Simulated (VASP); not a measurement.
# SrVO3 (Pm-3m) in VASP: notebook

SrVO3 is run at these levels: PBE; tasks: single point.

Everything below comes from runs of VASP 6.6.1. Logs are shortened: lines on timing, memory, paths and dates and some standing lists are left out, and cuts for length are marked.

**1. The cell of the first run**

The structure is cubic, space group Pm-3m (No. 221). The conventional cell has a = 3.852 Å, b = 3.852 Å, c = 3.852 Å, α = 90.00°, β = 90.00°, γ = 90.00°. V (site symmetry m-3m) has 6 O at 1.93 Å within 2.6 Å. Within 2.6 Å of O (site symmetry 4/mmm) lie 2 V at 1.93 Å. Sr (site symmetry m-3m) has 12 O at 2.72 Å and 8 V at 3.34 Å within 3.6 Å.

**2. Single point, PBE**

File INCAR:

```
PREC = Accurate ; ENCUT = 520
EDIFF = 1E-6 ; ISMEAR = 0
SIGMA = 0.047 ; LREAL = F
LASPH = T ; NELM = 60
ALGO = Normal ; ISIF = 2
LWAVE = F ; LCHARG = T
GGA = PE ; LELF = T
LVHAR = T ; NBANDS = 28
```

File KPOINTS:

```
regular mesh
0
Gamma
  6 6 6
```

File POSCAR:

```
SrVO3
1.0
    3.8517973600      0.0000000000      0.0000000000
    0.0000000000      3.8517973600      0.0000000000
    0.0000000000      0.0000000000      3.8517973600
V O Sr
1 3 1
Direct
    0.0000000000      0.0000000000      0.0000000000
    0.5000000000      0.0000000000      0.0000000000
    0.0000000000      0.5000000000      0.0000000000
    0.0000000000      0.0000000000      0.5000000000
    0.5000000000      0.5000000000      0.5000000000
```

Potentials or basis: VASP PAW PBE potentials, release 64 (V_sv, O, Sr_sv).

Started as:

```console
$ cat potpaw_PBE.64/V_sv/POTCAR potpaw_PBE.64/O/POTCAR potpaw_PBE.64/Sr_sv/POTCAR > POTCAR
$ mpirun -np 1 vasp_std > vasp.out
```

OUTCAR:

```text
PREC = Accurate
   ENCUT = 520
   EDIFF = 1E-6
   ISMEAR = 0
   LREAL = F
   LASPH = T
   NELM = 60
   ISIF = 2
   GGA = PE

 ion  position               nearest neighbor table
   1  0.000  0.000  0.000-   2 1.93   3 1.93   4 1.93   4 1.93   3 1.93   2 1.93   5 3.34   5 3.34
                             5 3.34   5 3.34   5 3.34   5 3.34   5 3.34   5 3.34
   2  0.500  0.000  0.000-   1 1.93   1 1.93   5 2.72   5 2.72   5 2.72   5 2.72
   3  0.000  0.500  0.000-   1 1.93   1 1.93   5 2.72   5 2.72   5 2.72   5 2.72
   4  0.000  0.000  0.500-   1 1.93   1 1.93   5 2.72   5 2.72   5 2.72   5 2.72
   5  0.500  0.500  0.500-   2 2.72   3 2.72   4 2.72   2 2.72   3 2.72   2 2.72   4 2.72   2 2.72
                             3 2.72   4 2.72   3 2.72   4 2.72   1 3.34   1 3.34   1 3.34   1 3.34

  LATTYP: Found a simple cubic cell.
 ALAT       =     3.8517973600

  Lattice vectors:

 A1 = (   3.8517973600,   0.0000000000,   0.0000000000)
 A2 = (   0.0000000000,   3.8517973600,   0.0000000000)
 A3 = (   0.0000000000,   0.0000000000,   3.8517973600)

Analysis of symmetry for initial positions (statically):
=====================================================================
 Subroutine PRICEL returns:
 Original cell was already a primitive cell.

 Routine SETGRP: Setting up the symmetry group for a
 simple cubic supercell.

 Subroutine GETGRP returns: Found 48 space group operations
 (whereof 48 operations were pure point group operations)
 out of a pool of 48 trial point group operations.

The static configuration has the point symmetry O_h .

Analysis of symmetry for dynamics (positions and initial velocities):
=====================================================================
 Subroutine PRICEL returns:
 Original cell was already a primitive cell.

 Routine SETGRP: Setting up the symmetry group for a
 simple cubic supercell.

 Subroutine GETGRP returns: Found 48 space group operations
 (whereof 48 operations were pure point group operations)
 out of a pool of 48 trial point group operations.

The dynamic configuration has the point symmetry O_h .

 Subroutine INISYM returns: Found 48 space group operations
 (whereof 48 operations are pure point group operations),
 and found     1 'primitive' translations

----------------------------------------------------------------------------------------

                                     Primitive cell

  volume of cell :      57.1466

  direct lattice vectors                    reciprocal lattice vectors
     3.851797360  0.000000000  0.000000000     0.259619057  0.000000000  0.000000000
     0.000000000  3.851797360  0.000000000     0.000000000  0.259619057  0.000000000
     0.000000000  0.000000000  3.851797360     0.000000000  0.000000000  0.259619057

  length of vectors
     3.851797360  3.851797360  3.851797360     0.259619057  0.259619057  0.259619057

  position of ions in fractional coordinates (direct lattice)
     0.000000000  0.000000000  0.000000000
     0.500000000  0.000000000  0.000000000
     0.000000000  0.500000000  0.000000000
     0.000000000  0.000000000  0.500000000
     0.500000000  0.500000000  0.500000000

  ion indices of the primitive-cell ions
   primitive index   ion index
                 1           1
                 2           2
                 3           3
                 4           4
                 5           5

----------------------------------------------------------------------------------------

 KPOINTS: regular mesh

Automatic generation of k-mesh.
 Grid dimensions read from file:
 generate k-points for:    6    6    6

 Generating k-lattice:

  Cartesian coordinates                     Fractional coordinates (reciprocal lattice)
     0.043269843  0.000000000  0.000000000     0.166666667  0.000000000  0.000000000
     0.000000000  0.043269843  0.000000000     0.000000000  0.166666667  0.000000000
     0.000000000  0.000000000  0.043269843     0.000000000  0.000000000  0.166666667

  Length of vectors
     0.043269843  0.043269843  0.043269843

  Shift w.r.t. Gamma in fractional coordinates (k-lattice)
     0.000000000  0.000000000  0.000000000

 Subroutine IBZKPT returns following result:
 ===========================================

 Found     20 irreducible k-points:

 Following reciprocal coordinates:
            Coordinates               Weight
  0.000000  0.000000  0.000000      1.000000
  0.166667  0.000000  0.000000      6.000000
  0.333333  0.000000  0.000000      6.000000
  0.500000  0.000000  0.000000      3.000000
  0.166667  0.166667  0.000000     12.000000
  0.333333  0.166667  0.000000     24.000000
[... 12 lines left out ...]
  0.500000  0.500000  0.333333      6.000000
  0.500000  0.500000  0.500000      1.000000
   k-points           NKPTS =     20   k-points in BZ     NKDIM =     20   number of bands    NBANDS=     28
   number of dos      NEDOS =    301   number of ions     NIONS =      5
   total plane-waves  NPLWV =  27000
   dimension x,y,z NGX =    30 NGY =   30 NGZ =   30
   dimension x,y,z NGXF=    60 NGYF=   60 NGZF=   60
   ions per type =               1   3   1
   NGX,Y,Z   is equivalent  to a cutoff of  12.95, 12.95, 12.95 a.u.
   NGXF,Y,Z  is equivalent  to a cutoff of  25.90, 25.90, 25.90 a.u.
 SYSTEM =  unknown system
   PREC   = accura    normal or accurate (medium, high low for compatibility)
   ISTART =      0    job   : 0-new  1-cont  2-samecut
   ICHARG =      2    charge: 1-file 2-atom 10-const
   ISPIN  =      1    spin polarized calculation?
   LNONCOLLINEAR =      F non collinear calculations
   LSORBIT =      F    spin-orbit coupling
   LASPH  =      T    aspherical Exc in radial PAW
   ENCUT  =  520.0 eV  38.22 Ry    6.18 a.u.   7.16  7.16  7.16*2*pi/ulx,y,z
   NELM   =     60;   NELMIN=  2; NELMDL= -5     # of ELM steps
   EDIFF  = 0.1E-05   stopping-criterion for ELM
   LREAL  =      F    real-space projection
   EDIFFG = 0.1E-04   stopping-criterion for IOM
   NSW    =      0    number of steps for IOM
   IBRION =     -1    ionic relax: 0-MD 1-quasi-New 2-CG
   NFREE  =      0    steps in history (QN), initial steepest desc. (CG)
   ISIF   =      2    stress and relaxation
   ISYM   =      2    0-nonsym 1-usesym 2-fastsym
   POTIM  = 0.5000    time-step for ionic-motion
   TEBEG  =    0.0;   TEEND  =   0.0 temperature during run
   PSTRESS=    0.0 pullay stress
   NELECT =      41.0000    total number of electrons
   NUPDOWN=      -1.0000    fix difference up-down
   EMIN   =  10.00;   EMAX   =-10.00  energy-range for DOS
   EFERMI =   0.00;   METHOD = LEGACY
   ISMEAR =     0;   SIGMA  =   0.05  broadening in eV -4-tet -1-fermi 0-gaus
   EFERMI_NEDOS =   21; number of points for ismear=-14 and -15
   IALGO  =     38    algorithm
   IMIX   =      4    mixing-type and parameters
     AMIX     =   0.40;   BMIX     =  1.00
     AMIX_MAG =   1.60;   BMIX_MAG =  1.00
  volume/ion in A,a.u.               =      11.43        77.13
  Fermi-wavevector in a.u.,A,eV,Ry     =   1.465568  2.769522 29.223818  2.147890
  Thomas-Fermi vector in A             =   2.581410
   LORBIT       =      0    0 simple, 1 ext, 2 COOP (PROOUT), +10 PAW based schemes
   GGA     = PE    functional components
   LHFCALC =     F    Hartree Fock is set to
   AEXX    =    0.0000 exact exchange contribution
   IVDW    =     0    specifies the selected vdW correction
   LEPSILON=     F    determine dielectric tensor
   LRPA    =     F    only Hartree local field effects (RPA)
 non-spin polarized calculation
 Gauss-broadening in eV      SIGMA  =   0.05
  energy-cutoff  :      520.00
  volume of cell :       57.15
 maximum number of plane-waves:      1568
 NGX is ok and might be reduce to    30
   NGX = 15   NGY = 15   NGZ = 15

 number of electron      41.0000017 magnetization

 Free energy of the ion-electron system (eV)
  ---------------------------------------------------
  ext. energy  EPLUGINS =         0.00000000
  ---------------------------------------------------
  free energy    TOTEN  =       -39.26456207 eV

  energy without entropy =      -39.26211533  energy(sigma->0) =      -39.26333870

 E-fermi :   6.1680     XC(G=0): -11.5284

 val. band max:        6.1486125339   @ k =   0.1667   0.1667   0.0000
 cond. band min:       6.2181947791   @ k =   0.1667   0.1667   0.1667
 fundamental gap:      0.0695822452
 Fermi energy:         6.1680367010

 k-point     1 :       0.0000    0.0000    0.0000
  band No.  band energies     occupation
      1     -59.6606      2.00000
      2     -33.4910      2.00000
      3     -33.4910      2.00000
      4     -33.4910      2.00000
      5     -28.3562      2.00000
      6     -13.5049      2.00000
[... 20 lines left out ...]
     27       9.7881      0.00000
     28      10.8982      0.00000

 k-point     2 :       0.1667    0.0000    0.0000
  band No.  band energies     occupation
      1     -59.6604      2.00000
      2     -33.4996      2.00000
      3     -33.4906      2.00000
      4     -33.4906      2.00000
      5     -28.3485      2.00000
      6     -13.5149      2.00000
[... 20 lines left out ...]
     27      10.2760      0.00000
     28      11.5446      0.00000

 k-point     3 :       0.3333    0.0000    0.0000
  band No.  band energies     occupation
      1     -59.6600      2.00000
      2     -33.5168      2.00000
      3     -33.4898      2.00000
      4     -33.4898      2.00000
      5     -28.3330      2.00000
      6     -13.6105      2.00000
[... 20 lines left out ...]
     27      11.3241      0.00000
     28      12.5682      0.00000

 k-point     4 :       0.5000    0.0000    0.0000
  band No.  band energies     occupation
      1     -59.6599      2.00000
      2     -33.5254      2.00000
      3     -33.4894      2.00000
      4     -33.4894      2.00000
      5     -28.3253      2.00000
      6     -13.6818      2.00000
[... 454 lines left out ...]
     27      12.1862      0.00000
     28      12.2072      0.00000

 k-point    19 :       0.5000    0.5000    0.3333
  band No.  band energies     occupation
      1     -59.6586      2.00000
      2     -33.5214      2.00000
      3     -33.5214      2.00000
      4     -33.5127      2.00000
      5     -28.2866      2.00000
      6     -12.3079      2.00000
[... 20 lines left out ...]
     27      11.9638      0.00000
     28      11.9638      0.00000

 k-point    20 :       0.5000    0.5000    0.5000
  band No.  band energies     occupation
      1     -59.6584      2.00000
      2     -33.5210      2.00000
      3     -33.5210      2.00000
      4     -33.5210      2.00000
      5     -28.2810      2.00000
      6     -12.1482      2.00000
[... 20 lines left out ...]
     27      11.6220      0.00000
     28      11.6220      0.00000

------------------------ aborting loop because EDIFF is reached ----------------------------------------

  FORCE on cell =-STRESS in cart. coord.  units (eV):
  Direction    XX          YY          ZZ          XY          YZ          ZX
  --------------------------------------------------------------------------------------
  -------------------------------------------------------------------------------------
  Total        0.6335443      0.6335443      0.6335443      0.0000000     -0.0000000      0.0000000
  in kB       17.7622205     17.7622205     17.7622205      0.0000000     -0.0000000      0.0000000
  external PRESSURE =      17.7622205 kB  Pullay stress =       0.0000000 kB

 VOLUME and BASIS-vectors are now :
 -----------------------------------------------------------------------------
  energy-cutoff  :      520.00
  volume of cell :       57.15
      direct lattice vectors                 reciprocal lattice vectors
     3.851797360  0.000000000  0.000000000     0.259619057  0.000000000  0.000000000
     0.000000000  3.851797360  0.000000000     0.000000000  0.259619057  0.000000000
     0.000000000  0.000000000  3.851797360     0.000000000  0.000000000  0.259619057

 POSITION                                       TOTAL-FORCE (eV/Angst)
 -----------------------------------------------------------------------------------
      0.00000      0.00000      0.00000         0.000000      0.000000      0.000000
      1.92590      0.00000      0.00000         0.000000      0.000000      0.000000
      0.00000      1.92590      0.00000         0.000000      0.000000      0.000000
      0.00000      0.00000      1.92590         0.000000      0.000000      0.000000
      1.92590      1.92590      1.92590         0.000000      0.000000      0.000000
 -----------------------------------------------------------------------------------
    total drift:                                0.000000     -0.000000      0.000000

  FREE ENERGIE OF THE ION-ELECTRON SYSTEM (eV)
  ---------------------------------------------------
  free  energy   TOTEN  =       -39.2645620665 eV

  energy  without entropy=      -39.2621153281  energy(sigma->0) =      -39.26333870
```

Run time: 34 s. Hardware: 1 thread of AMD EPYC 7R13 (Zen 3), shared host; peak memory 0.16 GiB.

Results:

| Quantity | Value |
| --- | --- |
| Free energy | -39.2646 eV |
| Pressure | 1.8 GPa |

Levels at points of the mesh, in eV from the Fermi level:
| k point | band 17 | band 18 | band 19 | band 20 | band 21 | band 22 | band 23 | band 24 |
| --- | --- | --- | --- | --- | --- | --- | --- | --- |
| (0.00, 0.00, 0.00) | -3.18 | -2.36 | -2.36 | -2.36 | -0.90 | -0.90 | -0.90 | 1.29 |
| (0.50, 0.00, 0.00) | -4.48 | -4.02 | -2.80 | -2.80 | -0.78 | 1.00 | 1.00 | 1.31 |
| (0.50, 0.50, 0.00) | -4.05 | -3.56 | -3.56 | -2.06 | 0.97 | 0.97 | 1.33 | 2.31 |
| (0.50, 0.50, 0.50) | -5.82 | -1.97 | -1.97 | -1.97 | 1.56 | 1.56 | 1.56 | 5.25 |

Caveat: an odd number of electrons without spin polarisation forces a metal; a magnetic or distorted state may lie lower; the run has no spin polarisation, though such a crystal can be magnetic; semilocal functionals often make such compounds metallic where correlation or magnetic order opens a gap, which also shifts bond lengths.

**3. Single point, PBE, collinear spin, ferromagnetic start**

File INCAR:

```
SYSTEM = SrVO3
PREC = Accurate ; ENCUT = 520
EDIFF = 1E-6 ; ISMEAR = 0
SIGMA = 0.047 ; LREAL = .FALSE.
LASPH = .TRUE. ; NELM = 150
ALGO = Normal ; ISIF = 2
LWAVE = .FALSE. ; LCHARG = .TRUE.
ISPIN = 2 ; MAGMOM = 2 0 0 0 0
LORBIT = 11 ; LMAXMIX = 4
GGA = PE ; LELF = .TRUE.
LVHAR = .TRUE. ; NBANDS = 32
```

File KPOINTS:

```
regular mesh
0
G
  6 6 6
  0 0 0
```

POSCAR is that of step 2.

Potentials or basis: VASP PAW PBE potentials, release 64 (V_sv, O, Sr_sv).

Started as:

```console
$ cat potpaw_PBE.64/V_sv/POTCAR potpaw_PBE.64/O/POTCAR potpaw_PBE.64/Sr_sv/POTCAR > POTCAR
$ mpirun -np 1 vasp_std > vasp.out
```

It took 1.8 min on 1 thread of AMD EPYC 7R13 (Zen 3), shared host; peak memory 0.19 GiB.

It converged, with:

* Free energy: -39.2699 eV
* Pressure: 2.1 GPa
* Net moment: 0.50 μB per cell
* Site moments: V +0.48; O -0.01; Sr +0.00 μB
* Valence electrons inside the program's atomic spheres: V 11.57; O 5.04; Sr 8.02

Levels at points of the mesh, in eV from the Fermi level:
Spin up:
```
           k point  band 18  band 19  band 20  band 21  band 22  band 23
(0.00, 0.00, 0.00)    -2.35    -2.35    -2.35    -1.18    -1.18    -1.18
(0.50, 0.00, 0.00)    -4.02    -2.79    -2.79    -1.07     0.76     0.76
(0.50, 0.50, 0.00)    -3.56    -3.56    -2.06     0.73     0.73     1.07
(0.50, 0.50, 0.50)    -1.96    -1.96    -1.96     1.30     1.30     1.30
```
Spin down:
| k point | band 18 | band 19 | band 20 | band 21 | band 22 | band 23 |
| --- | --- | --- | --- | --- | --- | --- |
| (0.00, 0.00, 0.00) | -2.36 | -2.36 | -2.36 | -0.63 | -0.63 | -0.63 |
| (0.50, 0.00, 0.00) | -4.03 | -2.80 | -2.80 | -0.50 | 1.24 | 1.24 |
| (0.50, 0.50, 0.00) | -3.56 | -3.56 | -2.06 | 1.22 | 1.22 | 1.60 |
| (0.50, 0.50, 0.50) | -1.97 | -1.97 | -1.97 | 1.82 | 1.82 | 1.82 |

Caveat: semilocal functionals often make such compounds metallic where correlation or magnetic order opens a gap, which also shifts bond lengths. With open d or f shells a metallic result of PBE can be an artefact of self-interaction; +U or a hybrid may open a gap.
